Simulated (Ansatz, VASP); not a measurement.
# Two plane-wave programs on Hf16H2O

File INCAR:

```
SYSTEM = Hf16H2O
ALGO     = Normal         ! electronic algorithm
DIPOL    = 0.5 0.5 0.459
EDIFF    = 1E-6           ! SCF threshold, eV
ENCUT    = 520            ! plane-wave cutoff, eV
GGA      = PE             ! functional
IDIPOL   = 3            
ISIF     = 2              ! what is computed and relaxed
ISMEAR   = 0              ! smearing method
IVDW     = 12             ! dispersion correction
LASPH    = .True.         ! aspherical terms in the spheres
LCHARG   = .False.        ! write CHGCAR
LDIPOL   = .True.       
LREAL    = Auto         
LWAVE    = .False.        ! write WAVECAR
NBANDS   = 99             ! bands
NELM     = 80             ! most SCF steps
PREC     = Accurate       ! precision mode
SIGMA    = 0.1            ! smearing width, eV
```

Contents of KPOINTS:

```
k-points
0
Gamma
  3 3 1
  0 0 0
```

POSCAR

```
Hf16H2O
1.0
    7.0094292686      0.0000000000      0.0000000000
    0.0000000000      7.0094292686      0.0000000000
    0.0000000000      0.0000000000     24.8231719514
Hf O H
16 1 2
Direct
    0.2500000000      0.7500000000      0.3222795224
    0.2500000000      0.2500000000      0.3222795224
    0.7500000000      0.7500000000      0.3222795224
    0.7500000000      0.2500000000      0.3222795224
    0.5000000000      0.5000000000      0.3928731323
    0.5000000000      0.0000000000      0.3928731323
    0.0000000000      0.5000000000      0.3928731323
    0.0000000000      0.0000000000      0.3928731323
    0.7438559534      0.2777430918      0.4670727340
    0.7464344360      0.7224106014      0.4668386422
    0.2556519660      0.2224148944      0.4663823242
    0.2530307636      0.7778414643      0.4662276938
   -0.0201107443      0.0009761993      0.5335189246
    0.0241811681      0.4993726389      0.5312835089
    0.5184536749     -0.0018288383      0.5345763172
    0.4796186897      0.5020388326      0.5374613695
    0.6018975243      0.4885428544      0.6233338307
    0.6886549724      0.3780059470      0.6170384754
    0.6875194157      0.6010927263      0.6214725167
```

Input for Ansatz:

```yaml
crystal:
  lattice:
    - [7.0094292686, 0.0, 0.0]
    - [0.0, 7.0094292686, 0.0]
    - [0.0, 0.0, 24.8231719514]
  atoms:
    - { symbol: Hf, position: [0.25, 0.75, 0.3222795224] }
    - { symbol: Hf, position: [0.25, 0.25, 0.3222795224] }
    - { symbol: Hf, position: [0.75, 0.75, 0.3222795224] }
    - { symbol: Hf, position: [0.75, 0.25, 0.3222795224] }
    - { symbol: Hf, position: [0.5, 0.5, 0.3928731323] }
    - { symbol: Hf, position: [0.5, 0.0, 0.3928731323] }
    - { symbol: Hf, position: [0.0, 0.5, 0.3928731323] }
    - { symbol: Hf, position: [0.0, 0.0, 0.3928731323] }
    - { symbol: Hf, position: [0.7438559534, 0.2777430918, 0.467072734] }
    - { symbol: Hf, position: [0.746434436, 0.7224106014, 0.4668386422] }
    - { symbol: Hf, position: [0.255651966, 0.2224148944, 0.4663823242] }
    - { symbol: Hf, position: [0.2530307636, 0.7778414643, 0.4662276938] }
    - { symbol: Hf, position: [-0.0201107443, 0.0009761993, 0.5335189246] }
    - { symbol: Hf, position: [0.0241811681, 0.4993726389, 0.5312835089] }
    - { symbol: Hf, position: [0.5184536749, -0.0018288383, 0.5345763172] }
    - { symbol: Hf, position: [0.4796186897, 0.5020388326, 0.5374613695] }
    - { symbol: O, position: [0.6018975243, 0.4885428544, 0.6233338307] }
    - { symbol: H, position: [0.6886549724, 0.378005947, 0.6170384754] }
    - { symbol: H, position: [0.6875194157, 0.6010927263, 0.6214725167] }
basis:
  ecutwfc: 420
kpoints:
  mp_grid: { grid: [3, 3, 1] }
hamiltonian:
  xc: pbe
  dispersion: d3bj
scf:
  occupations: { method: gaussian, width: 0.1 }
output:
  forces: true
  eigenvalues: true
  write_density: true
  volumetric_format: npy
efield:
  axis: 3
  dipole_correction: true
  ramp_width: 0.04
```

Alike in both runs: task single point; functional PBE; dispersion D3(BJ); k mesh 3 × 3 × 1; occupations gaussian, width 0.1 eV; no spin polarisation.

```csv
,VASP,Ansatz
version,VASP 6.6.1,Ansatz 0.2.0
potentials or method,"VASP PAW PBE potentials, release 64 (Hf_pv, O, H), cutoff 520 eV","scalar-relativistic, plane waves, PAW"
valence electrons in the cell,168,424
```

```tsv
	VASP	Ansatz	Ansatz less VASP
gap on the k mesh at the Fermi level (eV)	none	none	-
rms of the force components (eV/Å)	0.123	0.112	-0.0116
```

Atom by atom the forces differ by 0.029 eV/Å (rms over components). A gap of «none» marks a metal or a gap that the smearing closes. VASP's potentials hold 168 valence electrons a cell and Ansatz's 424, so a difference there can come from the potentials and not from the codes.

Spin-orbit coupling is off throughout.
